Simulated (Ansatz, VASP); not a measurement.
BAs in VASP and in Ansatz

The input INCAR:

```
ALGO = Normal
EDIFF = 1E-7
EDIFFG = -0.001
ENCUT = 500
GGA = PE
GGA_COMPAT = False
IBRION = 2
ISIF = 3
ISMEAR = 0
LASPH = True
LCHARG = False
LREAL = False
LWAVE = False
NELM = 120
NELMIN = 4
NSW = 80
PREC = Accurate
SIGMA = 0.01
```

File KPOINTS:

```
k-points
0
Gamma
  12 12 12
```

The input POSCAR:

```
BAs
1.0
    0.0000000000      2.4046893507      2.4046893507
    2.4046893507      0.0000000000      2.4046893507
    2.4046893507      2.4046893507      0.0000000000
B As
1 1
Direct
    0.2500000000      0.2500000000      0.2500000000
    0.5000000000      0.5000000000      0.5000000000
```

Input for Ansatz:

```yaml
crystal:
  lattice:
    - [0.0, 2.4046893507, 2.4046893507]
    - [2.4046893507, 0.0, 2.4046893507]
    - [2.4046893507, 2.4046893507, 0.0]
  atoms:
    - { symbol: B, position: [0.25, 0.25, 0.25] }
    - { symbol: As, position: [0.5, 0.5, 0.5] }
basis:
  ecutwfc: 420
kpoints:
  mp_grid: { grid: [12, 12, 12] }
hamiltonian:
  xc: pbe
scf:
  occupations: { method: fixed }
output:
  forces: true
  stress: true
  eigenvalues: true
relax:
  adjacent_minimum: "off"
  f_tol: 0.001
  max_steps: 60
  cell: { stress_tol: 0.01 }
```

Alike in both runs: task relaxation of cell and atoms; functional PBE; k mesh 12 × 12 × 12; no spin polarisation.

|  | VASP | Ansatz |
| --- | --- | --- |
| version | VASP 6.6.1 | Ansatz 0.2.0 |
| potentials or method | VASP PAW PBE potentials, release 64 (B, As), cutoff 500 eV | scalar-relativistic, plane waves, PAW |
| occupations | gaussian, width 0.01 eV | fixed |
| valence electrons in the cell | 8 | 18 |

```csv
,VASP,Ansatz,Ansatz less VASP
"gap on the k mesh at the Fermi level, each at its own relaxed structure (eV)",1.21,1.21,+0.004
relaxed volume (Å³/atom),13.97,13.91,-0.063
relaxed length of the cell vector where the two differ most in proportion (Å),3.406,3.401,-0.0051
```

VASP's potentials hold 8 valence electrons a cell and Ansatz's 18, so a difference there can come from the potentials and not from the codes.
